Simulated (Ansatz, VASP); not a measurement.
**BN in VASP and in Ansatz**

```
CELL_PARAMETERS angstrom
4.48900 0.00000 0.00000
0.00000 4.48900 0.00000
0.00000 0.00000 2.39620
ATOMIC_POSITIONS crystal
B 0.17428 0.82572 0.50000
B 0.32572 0.32572 0.00000
B 0.67428 0.67428 0.00000
B 0.82572 0.17428 0.50000
N 0.81261 0.81261 0.50000
N 0.31261 0.68739 0.00000
N 0.68739 0.31261 0.00000
N 0.18739 0.18739 0.50000
```

Alike in both runs: task single point; functional PBE; k mesh 6 × 6 × 10; occupations gaussian, width 0.05 eV; no spin polarisation.

|  | VASP | Ansatz |
| --- | --- | --- |
| version | VASP 6.6.1 | Ansatz 0.2.0 |
| potentials or method | VASP PAW PBE potentials, release 64 (B, N), cutoff 520 eV | scalar-relativistic, plane waves, PAW |
| valence electrons in the cell | 32 | 32 |

```csv
,VASP,Ansatz,Ansatz less VASP
gap on the k mesh at the Fermi level (eV),4.69,4.70,+0.012
least direct gap on the mesh (eV),5.96,5.97,+0.013
pressure (GPa),17.1,16.7,-0.44
"traceless stress, the component that is largest in VASP (GPa)",49.72,49.33,-0.388
rms of the force components (eV/Å),0.312,0.301,-0.0111
```

Atom by atom the forces differ by 0.013 eV/Å (rms over components).
